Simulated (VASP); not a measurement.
A run of VASP 6.6.1 is set up as follows.

The input INCAR:

```
SYSTEM = HfB
  PREC = Accurate
  ENCUT = 500
  EDIFF = 1E-6
  ISMEAR = -1
  SIGMA = 0.008617333262145177
  LREAL = .False.
  LASPH = .True.
  NELM = 120
  ALGO = Normal
  ISIF = 2
  LWAVE = .False.
  LCHARG = .False.
  GGA = PE
  IVDW = 13
  NBANDS = 14
  GGA_COMPAT = .False.
```

KPOINTS

```
Automatic mesh
0
Gamma
  8 8 8
  0 0 0
```

File POSCAR:

```
HfB
1.0
    0.0000000000      2.3100000000      2.3100000000
    2.3100000000      0.0000000000      2.3100000000
    2.3100000000      2.3100000000      0.0000000000
Hf B
1 1
Direct
    0.5000000000      0.5000000000      0.5000000000
    0.0000000000      0.0000000000      0.0000000000
```

Potentials or basis: VASP PAW PBE potentials, release 64 (Hf_pv, B).

Command:

```bash
$ cat potpaw_PBE.64/Hf_pv/POTCAR potpaw_PBE.64/B/POTCAR > POTCAR
$ mpirun -np 1 vasp_std > vasp.out
```

Task: What does it give for the dispersion energy per atom?

Result: -0.316 eV.

Task: Estimate the pressure.

Result: 26.1 GPa.

Caveat: pairwise dispersion overbinds metals, which lowers pressure and volume.
